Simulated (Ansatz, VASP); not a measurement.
Two plane-wave programs on SiO2

INCAR

```
ALGO = Normal
EDIFF = 1E-7
ENCUT = 520
GGA = PE
ISIF = 2
ISMEAR = -1
LASPH = True
LCHARG = False
LREAL = False
LWAVE = False
NBANDS = 15
NELM = 100
PREC = Accurate
SIGMA = 0.02
```

KPOINTS

```
k-points
0
Gamma
  10 10 10
```

Contents of POSCAR:

```
SiO2
1.0
   -0.0695377410      2.2172730679      2.2172730679
    2.2172730679     -0.0695377410      2.2172730679
    2.2172730679      2.2172730679     -0.0695377410
Si O
1 2
Direct
    0.0000000000      0.0000000000      0.0000000000
    0.2493069066      0.2493069066      0.2493069066
    0.7506930934      0.7506930934      0.7506930934
```

Input for Ansatz:

```yaml
crystal:
  lattice:
    - [-0.069537741, 2.2172730679, 2.2172730679]
    - [2.2172730679, -0.069537741, 2.2172730679]
    - [2.2172730679, 2.2172730679, -0.069537741]
  atoms:
    - { symbol: Si, position: [0.0, 0.0, 0.0] }
    - { symbol: O, position: [0.2493069066, 0.2493069066, 0.2493069066] }
    - { symbol: O, position: [0.7506930934, 0.7506930934, 0.7506930934] }
kpoints:
  mp_grid: { grid: [10, 10, 10] }
  band_path:
    path:
      - [0.0, 0.0, 0.0]
      - [0.5, 0.0, 0.5]
      - [0.625, 0.25, 0.625]
      - [0.375, 0.375, 0.75]
      - [0.5, 0.5, 0.5]
      - [0.5, 0.25, 0.75]
      - [0.0, 0.5, 0.5]
    npoints: 1
hamiltonian:
  xc: pbe
scf:
  occupations: { method: fermi_dirac, width: 0.02 }
  n_extra_bands: 4
output:
  forces: true
  stress: true
  eigenvalues: true
```

Change from the starting cell: epitaxial_111 strain +1.0%.

Alike in both runs: task single point; functional PBE; k mesh 10 × 10 × 10; occupations fermi-dirac, width 0.02 eV; no spin polarisation.

|  | VASP | Ansatz |
| --- | --- | --- |
| version | VASP 6.6.1 | Ansatz 0.2.0 |
| potentials or method | VASP PAW PBE potentials, release 64 (Si, O) | plane waves, PAW |
| plane-wave cutoff (eV) | 520 | 420 |
| valence electrons in the cell | 16 | 16 |

```tsv
	VASP	Ansatz	Ansatz less VASP
gap on the k mesh at the Fermi level (eV)	2.15	2.18	+0.029
pressure (GPa)	16.2	15.8	-0.37
traceless stress, the component that is largest in VASP (GPa)	-2.39	-2.48	-0.084
rms of the force components (eV/Å)	0.024	0.022	-0.0022
```

Atom by atom the forces differ by 0.002 eV/Å (rms over components). With one functional, cell and mesh, what is left measures potentials, basis and numerics.
